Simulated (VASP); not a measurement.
# Sb (I4/mmm) in VASP: notebook

Sb is run at these levels: PBEsol; tasks: single point.

Program: VASP 6.6.1. These are calculated values, not measurements. Logs are shortened: lines on timing, memory, paths and dates and some standing lists are left out, and cuts for length are marked.

## 1. The cell of the first run

Symmetry: I4/mmm, No. 139, tetragonal system. Conventional cell: a = 2.939 Å, b = 2.939 Å, c = 4.728 Å, α = 90.00°, β = 90.00°, γ = 90.00°. Sb (site symmetry 4/mmm) has 12 Sb at 2.94 to 3.15 Å within 3.9 Å.

## 2. Single point, PBEsol

Contents of INCAR:

```
ALGO = Normal
EDIFF = 1E-6
ENCUT = 520
GGA = PS
ISIF = 2
ISMEAR = -1
LASPH = True
LCHARG = True
LELF = True
LREAL = False
LVHAR = True
LWAVE = False
NBANDS = 8
NELM = 80
PREC = Accurate
SIGMA = 0.05
```

Contents of KPOINTS:

```
k-points
0
Gamma
  12 12 12
```

Contents of POSCAR:

```
Sb
1.0
   -1.4695632631      1.4695632631      2.3642222895
    1.4695632631     -1.4695632631      2.3642222895
    1.4695632631      1.4695632631     -2.3642222895
Sb
1
Direct
    0.0000000000      0.0000000000      0.0000000000
```

Potentials or basis: VASP PAW PBE potentials, release 64 (Sb).

Started as:

```bash
> cat potpaw_PBE.64/Sb/POTCAR > POTCAR
> mpirun -np 1 vasp_std > vasp.out
```

OUTCAR:

```text
EDIFF = 1E-6
   ENCUT = 520
   GGA = PS
   ISIF = 2
   ISMEAR = -1
   LASPH = True
   LREAL = False
   NELM = 80
   PREC = Accurate

 ion  position               nearest neighbor table
   1  0.000  0.000  0.000-

  LATTYP: Found a body centered tetragonal cell.
 ALAT       =     2.9391265262
 C/A-ratio  =     1.6087924548

  Lattice vectors:

 A1 = (  -1.4695632631,   1.4695632631,   2.3642222895)
 A2 = (   1.4695632631,  -1.4695632631,   2.3642222895)
 A3 = (   1.4695632631,   1.4695632631,  -2.3642222895)

Analysis of symmetry for initial positions (statically):
=====================================================================
 Subroutine PRICEL returns:
 Original cell was already a primitive cell.

 Routine SETGRP: Setting up the symmetry group for a
 body centered tetragonal supercell.

 Subroutine GETGRP returns: Found 16 space group operations
 (whereof 16 operations were pure point group operations)
 out of a pool of 16 trial point group operations.

The static configuration has the point symmetry D_4h.

Analysis of symmetry for dynamics (positions and initial velocities):
=====================================================================
 Subroutine PRICEL returns:
 Original cell was already a primitive cell.

 Routine SETGRP: Setting up the symmetry group for a
 body centered tetragonal supercell.

 Subroutine GETGRP returns: Found 16 space group operations
 (whereof 16 operations were pure point group operations)
 out of a pool of 16 trial point group operations.

The dynamic configuration has the point symmetry D_4h.

 Subroutine INISYM returns: Found 16 space group operations
 (whereof 16 operations are pure point group operations),
 and found     1 'primitive' translations

----------------------------------------------------------------------------------------

                                     Primitive cell

  volume of cell :      20.4233

  direct lattice vectors                    reciprocal lattice vectors
    -1.469563263  1.469563263  2.364222289     0.000000000  0.340237139  0.211486036
     1.469563263 -1.469563263  2.364222289     0.340237139  0.000000000  0.211486036
     1.469563263  1.469563263 -2.364222289     0.340237139  0.340237139  0.000000000

  length of vectors
     3.147821374  3.147821374  3.147821374     0.400609104  0.400609104  0.481167976

  position of ions in fractional coordinates (direct lattice)
[... 71 lines left out ...]
   ISPIN  =      1    spin polarized calculation?
   LNONCOLLINEAR =      F non collinear calculations
   LSORBIT =      F    spin-orbit coupling
   LASPH  =      T    aspherical Exc in radial PAW
   ENCUT  =  520.0 eV  38.22 Ry    6.18 a.u.   5.85  5.85  5.85*2*pi/ulx,y,z
   NELM   =     80;   NELMIN=  2; NELMDL= -5     # of ELM steps
   EDIFF  = 0.1E-05   stopping-criterion for ELM
   LREAL  =      F    real-space projection
   EDIFFG = 0.1E-04   stopping-criterion for IOM
   NSW    =      0    number of steps for IOM
   IBRION =     -1    ionic relax: 0-MD 1-quasi-New 2-CG
   NFREE  =      0    steps in history (QN), initial steepest desc. (CG)
   ISIF   =      2    stress and relaxation
   ISYM   =      2    0-nonsym 1-usesym 2-fastsym
   POTIM  = 0.5000    time-step for ionic-motion
   TEBEG  =    0.0;   TEEND  =   0.0 temperature during run
   PSTRESS=    0.0 pullay stress
   NELECT =       5.0000    total number of electrons
   NUPDOWN=      -1.0000    fix difference up-down
   EMIN   =  10.00;   EMAX   =-10.00  energy-range for DOS
   EFERMI =   0.00;   METHOD = LEGACY
   ISMEAR =    -1;   SIGMA  =   0.05  broadening in eV -4-tet -1-fermi 0-gaus
   EFERMI_NEDOS =   21; number of points for ismear=-14 and -15
   IALGO  =     38    algorithm
   IMIX   =      4    mixing-type and parameters
     AMIX     =   0.40;   BMIX     =  1.00
     AMIX_MAG =   1.60;   BMIX_MAG =  1.00
  volume/ion in A,a.u.               =      20.42       137.82
  Fermi-wavevector in a.u.,A,eV,Ry     =   1.024133  1.935332 14.270461  1.048849
  Thomas-Fermi vector in A             =   2.157904
   LORBIT       =      0    0 simple, 1 ext, 2 COOP (PROOUT), +10 PAW based schemes
   GGA     = PS    functional components
   LHFCALC =     F    Hartree Fock is set to
   AEXX    =    0.0000 exact exchange contribution
   IVDW    =     0    specifies the selected vdW correction
   LEPSILON=     F    determine dielectric tensor
   LRPA    =     F    only Hartree local field effects (RPA)
 non-spin polarized calculation
  energy-cutoff  :      520.00
  volume of cell :       20.42
 maximum number of plane-waves:       572
   NGX = 11   NGY = 11   NGZ = 11

 number of electron       5.0000000 magnetization

 Free energy of the ion-electron system (eV)
  ---------------------------------------------------
  ext. energy  EPLUGINS =         0.00000000
  ---------------------------------------------------
  free energy    TOTEN  =        -3.87620056 eV

  energy without entropy =       -3.87196259  energy(sigma->0) =       -3.87408158

 E-fermi :  12.4586     XC(G=0): -11.5681

 val. band max:       12.4542216809   @ k =  -0.3333  -0.4167   0.1667
 cond. band min:      12.4830542313   @ k =   0.3333   0.1667   0.0833
 fundamental gap:      0.0288325504
 Fermi energy:        12.4586151818

 k-point     1 :       0.0000    0.0000    0.0000
  band No.  band energies     occupation
      1      -3.0094      2.00000
      2      20.0287      0.00000
      3      20.0287      0.00000
      4      20.0461      0.00000
      5      22.7652      0.00000
      6      23.0831      0.00000
      7      23.8959      0.00000
      8      23.8959      0.00000
[... 243 lines left out ...]
 k-point    24 :      -0.4167    0.1667    0.0000
  band No.  band energies     occupation
      1       1.1210      2.00000
      2       8.1863      2.00000
      3      14.6016      0.00000
      4      16.0810      0.00000
      5      19.1561      0.00000
      6      22.9470      0.00000
      7      24.4053      0.00000
      8      27.9380      0.00000

 [... further k-points ...]
[... 5 lines left out ...]
  --------------------------------------------------------------------------------------
  -------------------------------------------------------------------------------------
  Total        3.8931862      3.8931862      3.8753110      0.0000000      0.0000000      0.0000000
  in kB      305.4153701    305.4153701    304.0130810      0.0000000      0.0000000      0.0000000
  external PRESSURE =     304.9479404 kB  Pullay stress =       0.0000000 kB

 VOLUME and BASIS-vectors are now :
 -----------------------------------------------------------------------------
  energy-cutoff  :      520.00
  volume of cell :       20.42
      direct lattice vectors                 reciprocal lattice vectors
    -1.469563263  1.469563263  2.364222289     0.000000000  0.340237139  0.211486036
     1.469563263 -1.469563263  2.364222289     0.340237139  0.000000000  0.211486036
     1.469563263  1.469563263 -2.364222289     0.340237139  0.340237139  0.000000000

 POSITION                                       TOTAL-FORCE (eV/Angst)
 -----------------------------------------------------------------------------------
      0.00000      0.00000      0.00000        -0.000000      0.000000     -0.000000
 -----------------------------------------------------------------------------------
    total drift:                                0.000000     -0.000000     -0.000000

  FREE ENERGIE OF THE ION-ELECTRON SYSTEM (eV)
  ---------------------------------------------------
  free  energy   TOTEN  =        -3.8762005600 eV

  energy  without entropy=       -3.8719625941  energy(sigma->0) =       -3.87408158
```

OSZICAR:

```text
N       E                     dE             d eps       ncg     rms          rms(c)
DAV:   1     0.518773759940E+01    0.51877E+01   -0.17736E+03  2672   0.420E+02
DAV:   2    -0.379773224073E+01   -0.89855E+01   -0.86789E+01  3592   0.562E+01
DAV:   3    -0.388902270727E+01   -0.91290E-01   -0.91079E-01  3232   0.623E+00
DAV:   4    -0.388923261096E+01   -0.20990E-03   -0.20990E-03  3984   0.348E-01
DAV:   5    -0.388923296534E+01   -0.35438E-06   -0.35540E-06  3264   0.924E-03    0.287E+00
DAV:   6    -0.388108624097E+01    0.81467E-02   -0.56606E-04  3688   0.120E-01    0.172E+00
DAV:   7    -0.387621297809E+01    0.48733E-02   -0.13747E-03  3280   0.186E-01    0.285E-02
DAV:   8    -0.387620075750E+01    0.12221E-04   -0.46389E-05  3280   0.442E-02    0.927E-03
DAV:   9    -0.387620056000E+01    0.19749E-06   -0.10070E-06  3808   0.683E-03
   1 F= -.38762006E+01 E0= -.38740816E+01  d E =-.423797E-02
```

stdout:

```text
POSCAR found type information on POSCAR Sb
 POSCAR found :  1 types and       1 ions
 scaLAPACK will be used
 -----------------------------------------------------------------------------
|                                                                             |
|                                                                             |
|     You enforced a specific xc type in the INCAR file but a different       |
|     I HOPE YOU KNOW WHAT YOU ARE DOING!                                     |
|                                                                             |
 -----------------------------------------------------------------------------

 LDA part: xc-table for (Slater+PW92), standard interpolation
 POSCAR, INCAR and KPOINTS ok, starting setup
 FFT: planning ... GRIDC
 FFT: planning ... GRID_SOFT
 FFT: planning ... GRID
 WAVECAR not read
 entering main loop
```

Run time: 10 s. Hardware: 1 thread of Intel Xeon Platinum 8375C at 2.90GHz (Ice Lake), shared host; peak memory 0.15 GiB.

Results:

```yaml
Free_energy: -3.8762 eV
Pressure: 30.5 GPa
```

Stress tensor (GPa, compression positive):
```
30.54  0.00  0.00
 0.00 30.54  0.00
 0.00  0.00 30.40
```

Caveat: the PAW data sets were made with another functional, which shifts forces and pressure a little; spin-orbit coupling is left out, which moves the levels of the heavy elements.

[end of part 1 of 2]
